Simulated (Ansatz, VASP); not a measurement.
## Two plane-wave programs on BaTiO3

File INCAR:

```
PREC     = Accurate       # precision mode
ENCUT    = 520            # plane-wave cutoff, eV
EDIFF    = 1E-6           # SCF threshold, eV
ISMEAR   = 0              # smearing method
SIGMA    = 0.01           # smearing width, eV
LREAL    = False          # projectors in reciprocal space
LASPH    = True           # aspherical terms in the spheres
NELM     = 150            # most SCF steps
ALGO     = Normal         # electronic algorithm
ISIF     = 2              # what is computed and relaxed
LWAVE    = False          # write WAVECAR
LCHARG   = False          # write CHGCAR
LMAXMIX  = 4              # l up to which the mixer works
LDAU     = True           # DFT+U
LDAUTYPE = 2            
LDAUL    = -1 2 -1        # shell
LDAUU    = 0 4.5 0        # U, eV
LDAUJ    = 0 0 0        
LDAUPRINT= 1            
GGA      = PS             # functional
NBANDS   = 28             # bands
```

File KPOINTS:

```
Automatic mesh
0
Gamma
  6 6 6
```

Contents of POSCAR:

```
BaTiO3
1.0
    2.8273666100      1.6323808700      2.3183934900
   -2.8273666100      1.6323808700      2.3183934900
    0.0000000000     -3.2647617400      2.3183934900
Ba Ti O
1 1 3
Direct
    0.0000000000      0.0000000000      0.0000000000
    0.4845000000      0.4845000000      0.4845000000
    0.5086000000      0.5086000000      0.0175000000
    0.0175000000      0.5086000000      0.5086000000
    0.5086000000      0.0175000000      0.5086000000
```

Input for Ansatz:

```yaml
crystal:
  lattice:
    - [2.82736661, 1.63238087, 2.31839349]
    - [-2.82736661, 1.63238087, 2.31839349]
    - [0.0, -3.26476174, 2.31839349]
  atoms:
    - { symbol: Ba, position: [0.0, 0.0, 0.0] }
    - { symbol: Ti, position: [0.4845, 0.4845, 0.4845] }
    - { symbol: O, position: [0.5086, 0.5086, 0.017499999999999946] }
    - { symbol: O, position: [0.017500000000000036, 0.5086, 0.5086] }
    - { symbol: O, position: [0.5086, 0.017499999999999974, 0.5086] }
basis:
  ecutwfc: 489.804952427784
kpoints:
  mp_grid:
    grid: [6, 6, 6]
hamiltonian:
  xc: pbesol
  hubbard:
    - { species: Ti, l: d, u_eff: 4.5 }
scf:
  convergence:
    dr2_threshold: 1.0e-09
  occupations:
    method: fixed
output:
  eigenvalues: true
```

Alike in both runs: task single point; functional PBEsol; k mesh 6 × 6 × 6; no spin polarisation; Hubbard terms Ti d U = 4.5 eV.

|  | VASP | Ansatz |
| --- | --- | --- |
| version | VASP 6.6.1 | Ansatz 0.2.0 |
| potentials or method | VASP PAW PBE potentials, release 64 (Ba_sv, Ti_sv, O), cutoff 520 eV | plane waves, PAW |
| occupations | gaussian, width 0.01 eV | fixed |
| valence electrons in the cell | 40 | 40 |

VASP gave:

```
gap on the k mesh at the Fermi level (eV) : 2.80
```

Q: What did Ansatz give for the same quantities?

A: gap on the k mesh at the Fermi level (eV): 2.84.

VASP's potentials were made for PBE, not for PBEsol. The programs project onto different local orbitals, so the same U acts differently, and such runs can settle in different states.

Spin-orbit coupling is off throughout.
